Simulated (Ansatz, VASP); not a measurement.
## Two plane-wave programs on Ca

```xyz
2
Lattice="1.9713 -3.3955 0.0000 1.9713 3.3955 0.0000 0.0000 0.0000 6.5091" Properties=species:S:1:pos:R:3 pbc="T T T"
Ca    1.9713   -2.2790    1.6273
Ca    1.9713    2.2790    4.8818
```

Alike in both runs: task single point; functional PBE; k mesh 16 × 16 × 8; occupations gaussian, width 0.1 eV; no spin polarisation.

|  | VASP | Ansatz |
| --- | --- | --- |
| version | VASP 6.6.1 | Ansatz 0.2.0 |
| potentials or method | VASP PAW PBE potentials, release 64 (Ca_sv), cutoff 520 eV | scalar-relativistic, plane waves, PAW |
| valence electrons in the cell | 20 | 20 |

```tsv
	VASP	Ansatz	Ansatz less VASP
gap on the k mesh at the Fermi level (eV)	none	none	-
pressure (GPa)	-0.5	-0.5	0.00
traceless stress, the component that is largest in VASP (GPa)	0.16	0.16	0.000
rms of the force components (eV/Å)	0.009	0.009	+0.0001
```

Atom by atom the forces differ by 0.000 eV/Å (rms over components). A gap of «none» marks a metal or a gap that the smearing closes.
